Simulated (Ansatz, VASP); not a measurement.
## One calculation of Pb, two programs

```xyz
4
Lattice="3.4442 0.0000 0.0000 -1.7221 2.9828 0.0000 0.0000 0.0000 11.1799" Properties=species:S:1:pos:R:3 pbc="T T T"
Pb    1.7221    2.9828    0.0000
Pb    1.7221    2.9828    5.5899
Pb    0.0000    1.9885    2.7950
Pb    1.7221    0.9943    8.3849
```

Alike in both runs: task single point; functional PBEsol; k mesh 12 × 12 × 4; occupations fermi-dirac, width 0.1 eV; no spin polarisation.

```csv
,VASP,Ansatz
version,VASP 6.6.1,Ansatz 0.2.0
potentials or method,"VASP PAW PBE potentials, release 64 (Pb_d), cutoff 520 eV","plane waves (420 eV) with PAW, scalar-relativistic"
valence electrons in the cell,56,56
```

|  | VASP | Ansatz | Ansatz less VASP |
| --- | --- | --- | --- |
| pressure (GPa) | 2.2 | 2.3 | +0.09 |
| traceless stress, the component that is largest in VASP (GPa) | 0.35 | 0.36 | +0.004 |

VASP's potentials were made for PBE, not for PBEsol, and Ansatz warns of the same on its side.

Neither program's run includes spin-orbit coupling.
